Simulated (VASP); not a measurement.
# As: single point with BLYP

As:

```xyz
3
Lattice="5.0171 0.0000 0.0000 -2.5085 4.3449 0.0000 0.0000 0.0000 2.9221" Properties=species:S:1:pos:R:3 pbc="T T T"
As    5.0171    0.0000    0.0000
As    0.0000    2.8966    1.4610
As    2.5085    1.4483    1.4610
```

This isn't the form of As at room conditions, which is rhombohedral.

```
Program             : VASP 6.6.1
Task                : single point
Functional          : BLYP
Potentials or basis : VASP PAW PBE potentials, release 64 (As)
Cutoff              : 520 eV
k mesh              : 10 × 10 × 14
Occupations         : fermi-dirac, width 0.1 eV
Spin                : no spin polarisation
```

```yaml
Pressure: 0.4 GPa
Band_gap_on_the_k_mesh: zero (an odd number of electrons rules out a gap without spin polarisation)
```

Stress tensor (GPa, compression positive):
```
0.51 0.00 0.00
0.00 0.51 0.00
0.00 0.00 0.19
```

Levels at points of the mesh, in eV from the Fermi level:
| k point | band 5 | band 6 | band 7 | band 8 | band 9 | band 10 | band 11 | band 12 |
| --- | --- | --- | --- | --- | --- | --- | --- | --- |
| (0.00, 0.00, 0.00) | -3.96 | -3.67 | -3.67 | 2.21 | 4.67 | 4.67 | 5.48 | 5.50 |
| (0.50, 0.00, 0.00) | -1.41 | -1.17 | 0.98 | 1.46 | 1.96 | 3.66 | 3.68 | 5.01 |
| (0.00, 0.00, 0.50) | -3.07 | -2.24 | -1.97 | -1.97 | -0.32 | -0.32 | 0.91 | 0.91 |
| (0.50, 0.00, 0.50) | -4.52 | -3.37 | -2.76 | -0.77 | 1.10 | 1.96 | 2.36 | 3.46 |

Wall time 110 s on 1 thread of AMD EPYC 7R13 (shared host), peak memory 0.2 GiB.

Caveat: the PAW data sets were made with another functional, which shifts forces and pressure a little.
